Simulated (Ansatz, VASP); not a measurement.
**CdTe in VASP and in Ansatz**

The input INCAR:

```
SYSTEM = CdTe
PREC     = Accurate       ! precision mode
ENCUT    = 520            ! plane-wave cutoff, eV
EDIFF    = 1E-7           ! SCF threshold, eV
ISMEAR   = 0              ! smearing method
SIGMA    = 0.016          ! smearing width, eV
LREAL    = .FALSE.        ! projectors in reciprocal space
LASPH    = .TRUE.         ! aspherical terms in the spheres
NELM     = 60             ! most SCF steps
ALGO     = Normal         ! electronic algorithm
ISIF     = 2              ! what is computed and relaxed
LWAVE    = .FALSE.        ! write WAVECAR
LCHARG   = .FALSE.        ! write CHGCAR
GGA      = PE             ! functional
NBANDS   = 16             ! bands
```

The input KPOINTS:

```
regular mesh
0
G
  7 7 7
  0 0 0
```

The input POSCAR:

```
CdTe
1.0
    0.0000000000      3.2050000000      3.2050000000
    3.2050000000      0.0000000000      3.2050000000
    3.2050000000      3.2050000000      0.0000000000
Te Cd
1 1
Direct
    0.7500000000      0.7500000000      0.7500000000
    0.0000000000      0.0000000000      0.0000000000
```

The input input.yaml:

```yaml
crystal:
  lattice:
    - [0.0, 3.205, 3.205]
    - [3.205, 0.0, 3.205]
    - [3.205, 3.205, 0.0]
  atoms:
    - { symbol: Te, position: [0.75, 0.75, 0.75] }
    - { symbol: Cd, position: [0.0, 0.0, 0.0] }
kpoints:
  mp_grid: { grid: [7, 7, 7] }
scf:
  occupations: { method: gaussian, width: 0.016 }
hamiltonian:
  xc: pbe
  pseudopotentials: { kind: all_electron, lapw: { basis_error: 0.001 } }
output:
  forces: true
  stress: true
  eigenvalues: true
```

Alike in both runs: task single point; functional PBE; k mesh 7 × 7 × 7; occupations gaussian, width 0.016 eV; no spin polarisation.

|  | VASP | Ansatz |
| --- | --- | --- |
| version | VASP 6.6.1 | Ansatz 0.2.0 |
| potentials or method | VASP PAW PBE potentials, release 64 (Te, Cd), cutoff 520 eV | all-electron LAPW, scalar-relativistic |

VASP gave:

- gap on the k mesh at the Fermi level (eV): 0.87
- least direct gap on the mesh (eV): 0.87
- pressure (GPa): 4.4

Question: Which values does Ansatz return?

Answer: gap on the k mesh at the Fermi level (eV): 0.87; least direct gap on the mesh (eV): 0.87; pressure (GPa): 4.3.

Ansatz ran all-electron here, and VASP with PAW potentials.

Neither program's run includes spin-orbit coupling.
